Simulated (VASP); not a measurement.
# Sb (Pm-3m) in VASP: single point with LDA

Aim: the single point of Sb with LDA.

Everything below comes from runs of VASP 6.6.1. Logs are shortened: lines on timing, memory, paths and dates and some standing lists are left out, and cuts for length are marked.

**1. The cell of the first run**

Symmetry: Pm-3m, No. 221, cubic system. Conventional cell: a = 3.048 Å, b = 3.048 Å, c = 3.048 Å, α = 90.00°, β = 90.00°, γ = 90.00°. Within 4.0 Å of Sb (site symmetry m-3m) lie 6 Sb at 3.05 Å.

**2. Single point, LDA**

Contents of INCAR:

```
SYSTEM = Sb
PREC = Accurate
ENCUT = 520
EDIFF = 1E-7
ISMEAR = -1
SIGMA = 0.13605693000000002
LREAL = .FALSE.
LASPH = .TRUE.
NELM = 60
ALGO = Normal
ISIF = 2
LWAVE = .FALSE.
LCHARG = .FALSE.
GGA = CA
NBANDS = 8
```

Contents of KPOINTS:

```
regular mesh
0
G
  11 11 11
  0 0 0
```

Contents of POSCAR:

```
Sb
1.0
    3.0480055042      0.0000000000      0.0000000000
    0.0000000000      3.0480055042      0.0000000000
    0.0000000000      0.0000000000      3.0480055042
Sb
1
Direct
    0.0000000000      0.0000000000      0.0000000000
```

Potentials or basis: VASP PAW LDA potentials, release 64 (Sb).

Started as:

```console
$ cat potpaw_LDA.64/Sb/POTCAR > POTCAR
$ mpirun -np 1 vasp_std > vasp.out
```

OUTCAR:

```text
SYSTEM = Sb
   PREC = Accurate
   ENCUT = 520
   EDIFF = 1E-7
   ISMEAR = -1
   LREAL = .FALSE.
   LASPH = .TRUE.
   NELM = 60
   ISIF = 2
   GGA = CA

 ion  position               nearest neighbor table
   1  0.000  0.000  0.000-

  LATTYP: Found a simple cubic cell.
 ALAT       =     3.0480055042

  Lattice vectors:

 A1 = (   3.0480055042,   0.0000000000,   0.0000000000)
 A2 = (   0.0000000000,   3.0480055042,   0.0000000000)
 A3 = (   0.0000000000,   0.0000000000,   3.0480055042)

Analysis of symmetry for initial positions (statically):
=====================================================================
 Subroutine PRICEL returns:
 Original cell was already a primitive cell.

 Routine SETGRP: Setting up the symmetry group for a
 simple cubic supercell.

 Subroutine GETGRP returns: Found 48 space group operations
[... 9 lines left out ...]

 Routine SETGRP: Setting up the symmetry group for a
 simple cubic supercell.

 Subroutine GETGRP returns: Found 48 space group operations
[... 11 lines left out ...]
                                     Primitive cell

  volume of cell :      28.3170

  direct lattice vectors                    reciprocal lattice vectors
     3.048005504  0.000000000  0.000000000     0.328083397  0.000000000  0.000000000
     0.000000000  3.048005504  0.000000000     0.000000000  0.328083397  0.000000000
     0.000000000  0.000000000  3.048005504     0.000000000  0.000000000  0.328083397

  length of vectors
     3.048005504  3.048005504  3.048005504     0.328083397  0.328083397  0.328083397

  position of ions in fractional coordinates (direct lattice)
     0.000000000  0.000000000  0.000000000

  ion indices of the primitive-cell ions
   primitive index   ion index
                 1           1

----------------------------------------------------------------------------------------

 KPOINTS: regular mesh

Automatic generation of k-mesh.
 Grid dimensions read from file:
 generate k-points for:   11   11   11

 Generating k-lattice:

  Cartesian coordinates                     Fractional coordinates (reciprocal lattice)
     0.029825763  0.000000000  0.000000000     0.090909091  0.000000000  0.000000000
     0.000000000  0.029825763  0.000000000     0.000000000  0.090909091  0.000000000
     0.000000000  0.000000000  0.029825763     0.000000000  0.000000000  0.090909091

  Length of vectors
     0.029825763  0.029825763  0.029825763

  Shift w.r.t. Gamma in fractional coordinates (k-lattice)
     0.000000000  0.000000000  0.000000000

 Subroutine IBZKPT returns following result:
 ===========================================

 Found     56 irreducible k-points:

 Following reciprocal coordinates:
            Coordinates               Weight
  0.000000  0.000000  0.000000      1.000000
  0.090909  0.000000  0.000000      6.000000
  0.181818  0.000000  0.000000      6.000000
  0.272727  0.000000  0.000000      6.000000
  0.363636  0.000000  0.000000      6.000000
  0.454545  0.000000  0.000000      6.000000
[... 16 lines left out ...]
  0.181818  0.090909  0.090909     24.000000
  0.272727  0.090909  0.090909     24.000000
 [... further k-points ...]
   k-points           NKPTS =     56   k-points in BZ     NKDIM =     56   number of bands    NBANDS=      8
   number of dos      NEDOS =    301   number of ions     NIONS =      1
   total plane-waves  NPLWV =  13824
   dimension x,y,z NGX =    24 NGY =   24 NGZ =   24
   dimension x,y,z NGXF=    48 NGYF=   48 NGZF=   48
   ions per type =               1
   NGX,Y,Z   is equivalent  to a cutoff of  13.09, 13.09, 13.09 a.u.
   NGXF,Y,Z  is equivalent  to a cutoff of  26.18, 26.18, 26.18 a.u.
 SYSTEM =  Sb
   PREC   = accura    normal or accurate (medium, high low for compatibility)
   ISTART =      0    job   : 0-new  1-cont  2-samecut
   ICHARG =      2    charge: 1-file 2-atom 10-const
   ISPIN  =      1    spin polarized calculation?
   LNONCOLLINEAR =      F non collinear calculations
   LSORBIT =      F    spin-orbit coupling
   LASPH  =      T    aspherical Exc in radial PAW
   ENCUT  =  520.0 eV  38.22 Ry    6.18 a.u.   5.67  5.67  5.67*2*pi/ulx,y,z
   NELM   =     60;   NELMIN=  2; NELMDL= -5     # of ELM steps
   EDIFF  = 0.1E-06   stopping-criterion for ELM
   LREAL  =      F    real-space projection
   EDIFFG = 0.1E-05   stopping-criterion for IOM
   NSW    =      0    number of steps for IOM
   IBRION =     -1    ionic relax: 0-MD 1-quasi-New 2-CG
   NFREE  =      0    steps in history (QN), initial steepest desc. (CG)
   ISIF   =      2    stress and relaxation
   ISYM   =      2    0-nonsym 1-usesym 2-fastsym
   POTIM  = 0.5000    time-step for ionic-motion
   TEBEG  =    0.0;   TEEND  =   0.0 temperature during run
   PSTRESS=    0.0 pullay stress
   NELECT =       5.0000    total number of electrons
   NUPDOWN=      -1.0000    fix difference up-down
   EMIN   =  10.00;   EMAX   =-10.00  energy-range for DOS
   EFERMI =   0.00;   METHOD = LEGACY
   ISMEAR =    -1;   SIGMA  =   0.14  broadening in eV -4-tet -1-fermi 0-gaus
   EFERMI_NEDOS =   21; number of points for ismear=-14 and -15
   IALGO  =     38    algorithm
   IMIX   =      4    mixing-type and parameters
     AMIX     =   0.40;   BMIX     =  1.00
     AMIX_MAG =   1.60;   BMIX_MAG =  1.00
  volume/ion in A,a.u.               =      28.32       191.09
  Fermi-wavevector in a.u.,A,eV,Ry     =   0.918436  1.735593 11.476860  0.843525
  Thomas-Fermi vector in A             =   2.043518
   LORBIT       =      0    0 simple, 1 ext, 2 COOP (PROOUT), +10 PAW based schemes
   GGA     = CA    functional components
   LHFCALC =     F    Hartree Fock is set to
   AEXX    =    0.0000 exact exchange contribution
   IVDW    =     0    specifies the selected vdW correction
   LEPSILON=     F    determine dielectric tensor
   LRPA    =     F    only Hartree local field effects (RPA)
 non-spin polarized calculation
  energy-cutoff  :      520.00
  volume of cell :       28.32
 maximum number of plane-waves:       780
 NGX is ok and might be reduce to    24
   NGX = 11   NGY = 11   NGZ = 11

 number of electron       4.9999999 magnetization

 Free energy of the ion-electron system (eV)
  ---------------------------------------------------
  ext. energy  EPLUGINS =         0.00000000
  ---------------------------------------------------
  free energy    TOTEN  =        -4.79097362 eV

  energy without entropy =       -4.75114577  energy(sigma->0) =       -4.77105969

 E-fermi :   7.6079     XC(G=0): -10.0185

 val. band max:        7.6053962170   @ k =   0.4545   0.4545   0.3636
 cond. band min:       7.6693454028   @ k =   0.1818   0.1818   0.0909
 fundamental gap:      0.0639491858
 Fermi energy:         7.6078909867

 k-point     1 :       0.0000    0.0000    0.0000
  band No.  band energies     occupation
      1      -5.1375      2.00000
      2      11.0355      0.00000
      3      11.0355      0.00000
      4      11.0355      0.00000
      5      14.6202      0.00000
      6      14.6202      0.00000
      7      16.1927      0.00000
      8      24.4385      0.00000

 k-point     2 :       0.0909    0.0000    0.0000
  band No.  band energies     occupation
      1      -5.0115      2.00000
      2       9.5862      0.00000
      3      11.1609      0.00000
      4      11.1609      0.00000
      5      14.7143      0.00000
      6      15.4078      0.00000
      7      17.0905      0.00000
      8      23.7709      0.00000

 k-point     3 :       0.1818    0.0000    0.0000
  band No.  band energies     occupation
      1      -4.6386      2.00000
      2       7.2580      1.85806
      3      11.5221      0.00000
      4      11.5221      0.00000
      5      14.9939      0.00000
      6      15.9445      0.00000
      7      19.5427      0.00000
      8      22.4716      0.00000

 k-point     4 :       0.2727    0.0000    0.0000
  band No.  band energies     occupation
      1      -4.0415      2.00000
      2       5.0346      2.00000
      3      12.0664      0.00000
      4      12.0664      0.00000
      5      15.4472      0.00000
      6      16.5104      0.00000
      7      21.0926      0.00000
      8      21.0926      0.00000

 k-point     5 :       0.3636    0.0000    0.0000
  band No.  band energies     occupation
      1      -3.2941      2.00000
      2       3.1575      2.00000
      3      12.6776      0.00000
      4      12.6776      0.00000
      5      16.0322      0.00000
      6      17.2586      0.00000
      7      19.8849      0.00000
      8      19.8849      0.00000

 k-point     6 :       0.4545    0.0000    0.0000
  band No.  band energies     occupation
      1      -2.6465      2.00000
      2       1.9339      2.00000
      3      13.1264      0.00000
      4      13.1264      0.00000
      5      16.5753      0.00000
      6      18.1350      0.00000
      7      19.1281      0.00000
      8      19.1281      0.00000

 k-point     7 :       0.0909    0.0909    0.0000
  band No.  band energies     occupation
      1      -4.8855      2.00000
      2       9.6105      0.00000
      3       9.8140      0.00000
      4      11.2865      0.00000
      5      15.1210      0.00000
      6      16.3416      0.00000
      7      17.5078      0.00000
      8      22.7724      0.00000

 k-point     8 :       0.1818    0.0909    0.0000
  band No.  band energies     occupation
      1      -4.5125      2.00000
      2       7.3769      1.69054
      3      10.0806      0.00000
      4      11.6482      0.00000
      5      15.4566      0.00000
      6      17.0823      0.00000
      7      19.5514      0.00000
      8      21.2307      0.00000

 k-point     9 :       0.2727    0.0909    0.0000
  band No.  band energies     occupation
      1      -3.9152      2.00000
      2       5.1557      2.00000
      3      10.6330      0.00000
      4      12.1934      0.00000
      5      15.9390      0.00000
      6      17.4653      0.00000
      7      19.4954      0.00000
      8      21.1728      0.00000

 k-point    10 :       0.3636    0.0909    0.0000
  band No.  band energies     occupation
      1      -3.1673      2.00000
      2       3.2787      2.00000
      3      11.2819      0.00000
      4      12.8059      0.00000
      5      16.5612      0.00000
      6      17.2778      0.00000
      7      18.9227      0.00000
      8      19.9705      0.00000
[... 78 lines left out ...]
 k-point    18 :       0.4545    0.2727    0.0000
  band No.  band energies     occupation
      1      -1.5260      2.00000
      2       2.9429      2.00000
      3       7.2883      1.82566
      4      12.4721      0.00000
      5      14.1890      0.00000
      6      18.4395      0.00000
      7      19.8782      0.00000
      8      20.0837      0.00000

 k-point    19 :       0.3636    0.3636    0.0000
  band No.  band energies     occupation
      1      -1.4193      2.00000
      2       4.6183      2.00000
      3       5.0698      2.00000
      4      11.8750      0.00000
      5      14.3553      0.00000
      6      18.3512      0.00000
      7      21.0558      0.00000
      8      21.1147      0.00000

 k-point    20 :       0.4545    0.3636    0.0000
  band No.  band energies     occupation
      1      -0.7388      2.00000
      2       3.5652      2.00000
      3       5.3630      2.00000
      4      10.9005      0.00000
      5      14.8155      0.00000
      6      19.1386      0.00000
      7      20.3769      0.00000
      8      20.7332      0.00000

 k-point    21 :       0.4545    0.4545    0.0000
  band No.  band energies     occupation
      1      -0.0221      2.00000
      2       3.9990      2.00000
      3       4.1037      2.00000
      4       9.9475      0.00000
      5      15.2750      0.00000
      6      19.9546      0.00000
      7      20.7818      0.00000
      8      20.8068      0.00000

 k-point    22 :       0.0909    0.0909    0.0909
  band No.  band energies     occupation
      1      -4.7594      2.00000
      2       9.7322      0.00000
      3       9.7322      0.00000
      4      10.0524      0.00000
      5      16.4368      0.00000
      6      16.4368      0.00000
      7      17.8303      0.00000
      8      22.6857      0.00000

 k-point    23 :       0.1818    0.0909    0.0909
  band No.  band energies     occupation
      1      -4.3864      2.00000
      2       7.4957      1.39036
      3      10.0843      0.00000
      4      10.3323      0.00000
      5      16.7156      0.00000
      6      17.4070      0.00000
      7      19.5743      0.00000
      8      20.9937      0.00000

 k-point    24 :       0.2727    0.0909    0.0909
  band No.  band energies     occupation
      1      -3.7889      2.00000
      2       5.2767      2.00000
      3      10.6216      0.00000
      4      10.9028      0.00000
      5      17.1487      0.00000
      6      17.6668      0.00000
      7      19.3596      0.00000
      8      19.8848      0.00000

 [... further k-points ...]
[... 5 lines left out ...]
  --------------------------------------------------------------------------------------
  -------------------------------------------------------------------------------------
  Total        0.0239020      0.0239020      0.0239020      0.0000000     -0.0000000      0.0000000
  in kB        1.3523761      1.3523761      1.3523761      0.0000000     -0.0000000      0.0000000
  external PRESSURE =       1.3523761 kB  Pullay stress =       0.0000000 kB

 VOLUME and BASIS-vectors are now :
 -----------------------------------------------------------------------------
  energy-cutoff  :      520.00
  volume of cell :       28.32
      direct lattice vectors                 reciprocal lattice vectors
     3.048005504  0.000000000  0.000000000     0.328083397  0.000000000  0.000000000
     0.000000000  3.048005504  0.000000000     0.000000000  0.328083397  0.000000000
     0.000000000  0.000000000  3.048005504     0.000000000  0.000000000  0.328083397

 POSITION                                       TOTAL-FORCE (eV/Angst)
 -----------------------------------------------------------------------------------
      0.00000      0.00000      0.00000         0.000000      0.000000      0.000000
 -----------------------------------------------------------------------------------
    total drift:                               -0.000000      0.000000      0.000000

  FREE ENERGIE OF THE ION-ELECTRON SYSTEM (eV)
  ---------------------------------------------------
  free  energy   TOTEN  =        -4.7909736164 eV

  energy  without entropy=       -4.7511457688  energy(sigma->0) =       -4.77105969
```

It took 8 s on 1 thread of Intel Xeon Platinum 8259CL at 2.50GHz (Skylake/Cascade Lake), shared host; peak memory 0.13 GiB.

What came out:

| Quantity | Value |
| --- | --- |
| Free energy | -4.7910 eV |
| Pressure | 0.1 GPa |

Levels at points of the mesh, in eV from the Fermi level:
```tsv
k point	band 1	band 2	band 3	band 4	band 5	band 6
(0.00, 0.00, 0.00)	-12.75	3.43	3.43	3.43	7.01	7.01
```

Caveat: spin-orbit coupling is left out, which moves the levels of the heavy elements.
